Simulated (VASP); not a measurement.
C:

```
CELL_PARAMETERS angstrom
2.30329 -2.63159 -0.02876
2.27762 2.60989 -0.04525
-0.09824 -0.01850 6.06721
ATOMIC_POSITIONS crystal
C 0.26078 0.25231 0.01496
C 0.23277 0.25078 0.49758
C 0.73895 0.74494 0.98808
C 0.77247 0.74655 0.50024
C 0.59265 0.40688 0.34069
C 0.60685 0.40022 0.85374
C 0.09948 0.86930 0.15075
C 0.10914 0.90354 0.66061
C 0.42342 0.59485 0.12478
C 0.39777 0.61878 0.63841
C 0.89208 0.11107 0.36413
C 0.87365 0.10078 0.86600
```

```yaml
Program: VASP 6.6.1
Task: relaxation of cell and atoms
Functional: PBE
Potentials_or_basis: VASP PAW PBE potentials, release 64 (C)
Cutoff: 600 eV
k_mesh: 4 × 4 × 2
Occupations: gaussian, width 0.1 eV
Spin: no spin polarisation
```

At the start: pressure 13.8 GPa; volume 6.07 Å³/atom.

Where does the relaxation end?

Over 19 steps the energy falls by 195.1 meV/atom and the volume is 6.16 Å³/atom (+1.5 %); space group P1 (No. 1, to 0.1 Å) before, Cmme (No. 67, to 0.1 Å).

Step by step:
| step | energy change (eV) | largest force (eV/Å) | pressure (GPa) | volume (Å³) |
| --- | --- | --- | --- | --- |
| 1 | 0.0000 | 8.0754 | 13.79 | 72.82 |
| 2 | 2.7184 | 12.2137 | -2.91 | 78.29 |
| 3 | -1.8698 | 2.9209 | -3.41 | 74.76 |
| 4 | -1.8737 | 2.7352 | -3.04 | 74.68 |
| 5 | -2.0183 | 2.2085 | -0.63 | 74.31 |
| 6 | -2.2796 | 0.8572 | -2.63 | 74.48 |
| 7 | -2.3012 | 0.8212 | 1.76 | 73.61 |
| 8 | -2.3268 | 0.3079 | -0.24 | 73.98 |
| 9 | -2.3347 | 0.2861 | 0.43 | 73.81 |
| 10 | -2.3348 | 0.2322 | 0.35 | 73.83 |
| 11 | -2.3390 | 0.1347 | 0.09 | 73.86 |
| 12 | -2.3390 | 0.1369 | 0.08 | 73.86 |
| 13 | -2.3404 | 0.0788 | -0.13 | 73.89 |
| 14 | -2.3404 | 0.0758 | -0.12 | 73.89 |
| 15 | -2.3410 | 0.0356 | 0.02 | 73.87 |
| 16 | -2.3411 | 0.0405 | 0.07 | 73.86 |
| 17 | -2.3413 | 0.0550 | 0.04 | 73.87 |
| 18 | -2.3413 | 0.0498 | 0.04 | 73.87 |
| 19 | -2.3415 | 0.0212 | -0.06 | 73.89 |

Final structure:
```
CELL_PARAMETERS angstrom
2.27437 -2.68994 0.00040
2.27436 2.68974 -0.00074
-0.00026 -0.00029 6.03889
ATOMIC_POSITIONS crystal
C 0.25014 0.24999 0.00007
C 0.24982 0.25017 0.49999
C 0.75020 0.74997 0.99993
C 0.74983 0.74993 0.50002
C 0.60352 0.39634 0.35277
C 0.60390 0.39603 0.85285
C 0.10384 0.89627 0.14723
C 0.10371 0.89635 0.64716
C 0.39631 0.60380 0.14724
C 0.39624 0.60385 0.64723
C 0.89600 0.10368 0.35279
C 0.89649 0.10364 0.85273
```

Caveat: the k points lie up to 0.52 Å⁻¹ apart in the final cell.
